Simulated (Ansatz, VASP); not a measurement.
# Two plane-wave programs on Fe4Si

INCAR

```
SYSTEM = Fe4Si
PREC = Accurate
ENCUT = 520
EDIFF = 1E-6
ISMEAR = -1
SIGMA = 0.05
LREAL = .FALSE.
LASPH = .TRUE.
NELM = 150
ALGO = Normal
ISIF = 2
LWAVE = .FALSE.
LCHARG = .FALSE.
ISPIN = 2
MAGMOM = 2.25 2.25 2.25 2.25 0
LORBIT = 11
NUPDOWN = 9.0
LMAXMIX = 4
GGA = PS
NBANDS = 30
```

Contents of KPOINTS:

```
Automatic mesh
0
G
  9 9 9
  0 0 0
```

Contents of POSCAR:

```
Fe4Si
1.0
    0.0000000000      2.0276100000      9.4663410000
    1.5219040000      0.0000000000      9.4663410000
    1.5219040000      2.0276100000      0.0000000000
Fe Si
4 1
Direct
    0.5940690000      0.5940690000      0.4059310000
    0.1979710000      0.1979710000      0.8020290000
    0.8020290000      0.8020290000      0.1979710000
    0.4059310000      0.4059310000      0.5940690000
    0.0000000000      0.0000000000      0.0000000000
```

The input input.yaml:

```yaml
crystal:
  lattice:
    - [0.0, 2.02761, 9.466341]
    - [1.521904, 0.0, 9.466341]
    - [1.521904, 2.02761, 0.0]
  atoms:
    - { symbol: Fe, position: [0.594069, 0.594069, 0.405931], spin: 2.25 }
    - { symbol: Fe, position: [0.197971, 0.197971, 0.802029], spin: 2.25 }
    - { symbol: Fe, position: [0.802029, 0.802029, 0.197971], spin: 2.25 }
    - { symbol: Fe, position: [0.405931, 0.405931, 0.594069], spin: 2.25 }
    - { symbol: Si, position: [0.0, 0.0, 0.0] }
hamiltonian:
  xc: pbesol
  pseudopotentials: { kind: paw }
magnetization:
  spin_polarized: true
  initial_magnetization: 9.0
  spin_locking: { lock_magnetization: hard }
kpoints:
  mp_grid: { grid: [9, 9, 9] }
scf:
  occupations: { method: fermi_dirac, width: 0.05 }
  lower_state_search: "off"
output:
  forces: true
  stress: true
  eigenvalues: true
```

Alike in both runs: task single point; functional PBEsol; k mesh 9 × 9 × 9; occupations fermi-dirac, width 0.05 eV; collinear spin; fixed moment 9 μB.

|  | VASP | Ansatz |
| --- | --- | --- |
| version | VASP 6.6.1 | Ansatz 0.2.0 |
| potentials or method | VASP PAW PBE potentials, release 64 (Fe, Si) | Ansatz PAW |
| plane-wave cutoff (eV) | 520 | 420 |
| valence electrons in the cell | 36 | 68 |

Ansatz gave:

| Item | Value |
| --- | --- |
| pressure (GPa) | -8.4 |
| traceless stress, the component that is largest in VASP (GPa) | -0.52 |
| rms of the force components (eV/Å) | 0.041 |
| net moment per atom (μB) | 1.80 |
| size of the moment on the site where the two differ most (μB) | 2.58 |

Question: Which values does VASP return?

Answer: Pressure (GPa): -8.2; traceless stress, the component that is largest in VASP (GPa): -0.62; rms of the force components (eV/Å): 0.055; net moment per atom (μB): 1.80; size of the moment on the site where the two differ most (μB): 2.55.

VASP's potentials were made for PBE, not for PBEsol. Site moments also hang on the region over which each program counts them. Atom by atom the forces differ by 0.017 eV/Å (rms over components). VASP's potentials hold 36 valence electrons a cell and Ansatz's 68, so a difference there can come from the potentials and not from the codes.
